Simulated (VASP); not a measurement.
## MgCd2SeS2: relaxation of cell and atoms with PBE

The system is MgCd2SeS2.

```
CELL_PARAMETERS angstrom
4.45227 0.00000 0.00000
0.00000 4.45227 0.00000
0.00000 0.00000 7.54116
ATOMIC_POSITIONS crystal
Mg 0.00000 0.00000 0.00000
Cd 0.50000 0.00000 0.83276
Cd 0.00000 0.50000 0.16724
Se 0.50000 0.50000 0.00000
S 0.50000 0.00000 0.31831
S 0.00000 0.50000 0.68169
```

The cell was built from a structure type or drawn by symmetry, and may not be a known phase.

```yaml
Program: VASP 6.6.1
Task: relaxation of cell and atoms
Functional: PBE
Potentials_or_basis: VASP PAW PBE potentials, release 64 (Mg, Cd, Se, S)
Cutoff: 600 eV
k_mesh: 4 × 4 × 2
Occupations: gaussian, width 0.1 eV
Spin: no spin polarisation
Dipole_correction: no
Further_INCAR_settings: ALGO = Normal; EDIFF = 1e-06; IBRION = 2; EDIFFG = -0.04; NSW = 90; ISIF = 3
```

```json
{
 "Relaxed volume": "25.05 Å³/atom",
 "Relaxed cell": "a = 3.771 Å, b = 3.771 Å, c = 10.571 Å, α = 90.00°, β = 90.00°, γ = 90.00°",
 "Space group after relaxing (to 0.1 Å)": "P-4m2 (No. 115)",
 "Energy gained by relaxing": "1133.2 meV/atom",
 "Ionic steps": "40",
 "Pressure after relaxing": "-0.1 GPa",
 "Largest force after relaxing": "0.037 eV/Å",
 "Band gap on the k mesh": "0.60 eV (least direct gap 0.73 eV)"
}
```

Forces in eV/Å, atoms in the order of the input:
```
Mg   0.000  0.000  0.000
Cd   0.000  0.000 -0.037
Cd   0.000  0.000  0.037
Se   0.000  0.000  0.000
S    0.000  0.000 -0.029
S    0.000  0.000  0.029
```

Stress tensor (GPa, compression positive):
```
-0.13  0.00  0.00
 0.00 -0.13  0.00
 0.00  0.00  0.08
```

The path:
| step | energy change (eV) | largest force (eV/Å) | pressure (GPa) | volume (Å³) |
| --- | --- | --- | --- | --- |
| 1 | 0.0000 | 3.6487 | 4.47 | 149.49 |
| 2 | -1.1272 | 1.9171 | -2.61 | 164.99 |
| 3 | -1.2565 | 1.3294 | -4.72 | 173.22 |
| 4 | -2.1466 | 1.4361 | -4.14 | 158.83 |
| 5 | -3.4191 | 1.7538 | 5.86 | 120.45 |
| 6 | -3.7284 | 1.7796 | 5.76 | 118.78 |
| 7 | -3.8022 | 1.5643 | 6.54 | 117.44 |
| 8 | -4.1856 | 1.2775 | 1.37 | 125.50 |
| 9 | -4.3163 | 1.0416 | -2.85 | 135.12 |
| 10 | -4.5618 | 0.9367 | -2.81 | 133.82 |
| 11 | -5.3930 | 0.5119 | -1.59 | 129.40 |
| 12 | -5.7535 | 2.2872 | 10.52 | 118.48 |
| 13 | -6.0039 | 0.9313 | 3.49 | 123.40 |
| 14 | -6.0102 | 1.2153 | 4.86 | 122.30 |
| 15 | -6.1210 | 1.2014 | 4.94 | 122.96 |
| 16 | -6.2606 | 1.2651 | 5.86 | 124.56 |
| 17 | -6.2565 | 1.2799 | 6.31 | 124.86 |
| 18 | -6.3966 | 0.9938 | 4.11 | 128.15 |
| 19 | -6.5449 | 0.4996 | 0.15 | 135.84 |
| 20 | -6.5503 | 0.4175 | -0.57 | 137.55 |
| 21 | -6.5504 | 0.4047 | -0.68 | 137.82 |
| 22 | -6.5708 | 0.4090 | -0.48 | 137.69 |
| 23 | -6.6145 | 0.4211 | 0.17 | 137.28 |
| 24 | -6.6219 | 0.4183 | 1.80 | 136.36 |
| 25 | -6.6321 | 0.4246 | 1.06 | 136.77 |
| 26 | -6.6557 | 0.4308 | 0.51 | 138.34 |
| 27 | -6.6870 | 0.4321 | -0.74 | 142.24 |
| 28 | -6.6890 | 0.4281 | -1.12 | 143.48 |
| 29 | -6.7122 | 0.3839 | -0.87 | 143.33 |
| 30 | -6.7570 | 0.2693 | -0.12 | 142.84 |
| 31 | -6.7053 | 0.3069 | 1.39 | 141.84 |
| 32 | -6.7635 | 0.2735 | 0.22 | 142.62 |
| 33 | -6.7732 | 0.2259 | 0.01 | 143.27 |
| 34 | -6.7775 | 0.1550 | -0.20 | 144.06 |
| 35 | -6.7824 | 0.0641 | 0.29 | 143.65 |
| 36 | -6.7828 | 0.0790 | 0.49 | 143.50 |
| 37 | -6.7874 | 0.0631 | 0.39 | 144.41 |
| 38 | -6.7965 | 0.0143 | 0.16 | 147.16 |
| 39 | -6.7974 | 0.0787 | -0.21 | 152.67 |
| 40 | -6.7994 | 0.0370 | -0.06 | 150.32 |

Final structure:
```xyz
6
Lattice="3.7710 0.0000 0.0000 0.0000 3.7710 0.0000 0.0000 0.0000 10.5706" Properties=species:S:1:pos:R:3 pbc="T T T"
Mg    0.0000    0.0000    0.0000
Cd    1.8855    0.0000    6.4902
Cd    0.0000    1.8855    4.0805
Se    1.8855    1.8855    0.0000
S     1.8855    0.0000    3.7946
S     0.0000    1.8855    6.7761
```

Levels at points of the mesh, in eV from the valence-band top:
| k point | band 19 | band 20 | band 21 | band 22 | band 23 | band 24 | band 25 | band 26 |
| --- | --- | --- | --- | --- | --- | --- | --- | --- |
| (0.00, 0.00, 0.00) | -1.19 | -0.72 | -0.57 | -0.57 | 0.60 | 1.26 | 2.43 | 5.35 |
| (0.50, 0.00, 0.00) | -0.71 | -0.13 | -0.06 | 0.00 | 2.70 | 4.08 | 4.62 | 4.84 |
| (0.50, 0.50, 0.00) | -2.96 | -2.12 | -2.12 | -0.02 | 0.78 | 0.78 | 1.41 | 5.41 |
| (0.00, 0.00, 0.50) | -1.20 | -1.20 | -0.56 | -0.56 | 1.21 | 1.27 | 2.05 | 5.38 |
| (0.50, 0.00, 0.50) | -0.38 | -0.13 | -0.06 | -0.01 | 3.37 | 3.68 | 3.72 | 4.99 |
| (0.50, 0.50, 0.50) | -2.94 | -2.09 | -2.09 | -0.04 | 0.70 | 0.70 | 1.43 | 5.01 |

Wall time 33 min on 1 thread of Intel Xeon 8259CL, with other jobs on the host, peak memory 0.33 GiB.

Caveat: a cell axis changed by over 15 % at a fixed basis, so the end point is rough. A k mesh can miss the band edges.
